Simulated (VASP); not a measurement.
Runs of VASP 6.6.1 on Pt. The structure is that of space group Fm-3m (No. 225), or close to it. The cells are those of the table. 

```tsv
task	cell	k mesh	cutoff (eV)	gap on the mesh (eV)	pressure (GPa)	relaxed volume (Å³/atom)
single point	a = 3.896 Å, angles 60.0°, 3 atoms	6 × 6 × 6	520	none	(a)	-
single point	a = 4.292 Å, angles 60.0°, 3 atoms	14 × 14 × 14	520	none	-0.4	-
relaxation of cell and atoms	relaxed from a = 4.292 Å, angles 60.0°, 3 atoms	14 × 14 × 14	600	none	0.0	18.61
single point	a = 4.292 Å, angles 60.0°, 3 atoms	6 × 6 × 6	520	none	-0.4	-
relaxation of cell and atoms	relaxed from a = 3.896 Å, angles 60.0°, 3 atoms	6 × 6 × 6	600	none	0.2	18.59
```

Alike in all rows: level PBE; potentials or basis VASP PAW PBE potentials, release 64 (Pt); no spin polarisation; smearing gaussian 0.1 eV.

Fill in the values left out.

(a) 114.1.

Caveats: spin-orbit coupling is left out, which moves the levels of the heavy elements; the volume moved by over 15 % at a fixed basis, so the end points are rough (some runs).

A k mesh can miss the band edges, and the runs leave out spin-orbit coupling on Pt.

A gap of «none» marks levels without a gap at the run's occupations.
